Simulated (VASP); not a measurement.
**NaCl: single point with PBEsol**

NaCl:

```xyz
2
Lattice="3.2220 0.0000 0.0000 0.0000 3.2220 0.0000 0.0000 0.0000 3.5022" Properties=species:S:1:pos:R:3 pbc="T T T"
Na    0.0000    0.0000    0.0000
Cl    1.6110    1.6110    1.7511
```

This cell differs from its parent crystal: strain -0.080 along x and y, +0.000 along z.

| Item | Value |
| --- | --- |
| Program | VASP 6.6.1 |
| Task | single point |
| Functional | PBEsol |
| Potentials or basis | VASP PAW PBE potentials, release 64 (Na_pv, Cl) |
| Cutoff | 520 eV |
| k mesh | 6 × 6 × 6 |
| Occupations | gaussian, width 0.05 eV |
| Spin | no spin polarisation |
| Dipole correction | no |
| Further INCAR settings | ALGO = Normal; EDIFF = 1e-07; NBANDS = 14 |

The pressure is 4.8 GPa. The band gap on the k mesh is 4.06 eV (least direct gap 4.65 eV).

Stress tensor (GPa, compression positive):
```
 7.49  0.00  0.00
 0.00  7.49  0.00
 0.00  0.00 -0.64
```

Levels at points of the mesh, in eV from the valence-band top:
```tsv
k point	band 4	band 5	band 6	band 7	band 8	band 9	band 10	band 11
(0.00, 0.00, 0.00)	-14.29	-1.44	-0.59	-0.59	4.06	7.67	8.34	15.87
(0.50, 0.00, 0.00)	-13.63	-4.09	-1.04	-0.24	6.82	9.44	10.16	10.83
(0.50, 0.50, 0.00)	-13.15	-3.14	-3.14	-0.58	5.31	9.30	11.51	11.51
(0.00, 0.00, 0.50)	-13.87	-4.08	-0.40	-0.40	7.28	9.02	10.09	12.37
(0.50, 0.00, 0.50)	-13.38	-3.41	-3.06	0.00	4.94	10.12	11.39	12.23
(0.50, 0.50, 0.50)	-12.86	-2.80	-2.80	-2.47	6.61	6.70	6.70	12.71
```

Run time: 20 s on 1 thread of Intel Xeon 8259CL, with other jobs on the host, peak memory 0.14 GiB.

Caveat: the cell differs from its parent crystal (strain -0.080 along x and y, +0.000 along z); the cell stands under pressure; the PAW data sets were made with another functional, which shifts forces and pressure a little. A k mesh can miss the band edges.
